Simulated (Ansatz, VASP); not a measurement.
**Two plane-wave programs on ZnCu**

POSCAR

```
ZnCu
1.0
    2.9289717915      0.0000000000      0.0000000000
    0.0000000000      2.9289717915      0.0000000000
    0.0000000000      0.0000000000      2.9289717915
Zn Cu
1 1
Direct
    0.5000000000      0.5000000000      0.5000000000
    0.0000000000      0.0000000000      0.0000000000
```

The input INCAR.step1:

```
PREC = Accurate
ENCUT = 520
ISMEAR = 0
SIGMA = 0.05
LREAL = F
LASPH = T
NELM = 60
NBANDS = 18
GGA = PE
ALGO = Normal
EDIFF = 1E-4
LWAVE = T
LCHARG = F
```

INCAR.step2

```
PREC = Accurate
ENCUT = 520
EDIFF = 1E-6
ISMEAR = 0
SIGMA = 0.05
LREAL = F
LASPH = T
NELM = 60
ALGO = Normal
ISIF = 2
LWAVE = F
LCHARG = F
METAGGA = R2SCAN
LMIXTAU = T
NBANDS = 18
ISTART = 1
```

KPOINTS

```
regular mesh
0
Gamma
  12 12 12
```

Input for Ansatz:

```yaml
crystal:
  lattice:
    - [2.9289717915, 0.0, 0.0]
    - [0.0, 2.9289717915, 0.0]
    - [0.0, 0.0, 2.9289717915]
  atoms:
    - { symbol: Zn, position: [0.5, 0.5, 0.5] }
    - { symbol: Cu, position: [0.0, 0.0, 0.0] }
basis:
  ecutwfc: 500
  ecutrho_ratio: 4
kpoints:
  mp_grid: { grid: [12, 12, 12] }
hamiltonian:
  xc: r2scan
scf:
  occupations: { method: gaussian, width: 0.05 }
output:
  forces: true
  stress: true
  eigenvalues: true
```

Alike in both runs: task single point; functional r2SCAN; k mesh 12 × 12 × 12; occupations gaussian, width 0.05 eV; no spin polarisation.

|  | VASP | Ansatz |
| --- | --- | --- |
| version | VASP 6.6.1 | Ansatz 0.2.0 |
| potentials or method | VASP PAW PBE potentials, release 64 (Zn, Cu), cutoff 520 eV | scalar-relativistic, plane waves, PAW |
| valence electrons in the cell | 23 | 31 |

Ansatz gave:

| Item | Value |
| --- | --- |
| gap on the k mesh at the Fermi level (eV) | none |
| pressure (GPa) | -1.2 |

**Question.** What did VASP give for the same quantities?

**Answer.** gap on the k mesh at the Fermi level (eV): none; pressure (GPa): -0.5.

VASP's potentials were made for PBE, not for r2SCAN. A gap of «none» marks a metal or a gap that the smearing closes. The functional is the same, so the differences come from potentials, cutoffs and numerics. VASP's potentials hold 23 valence electrons a cell and Ansatz's 31, so a difference there can come from the potentials and not from the codes.
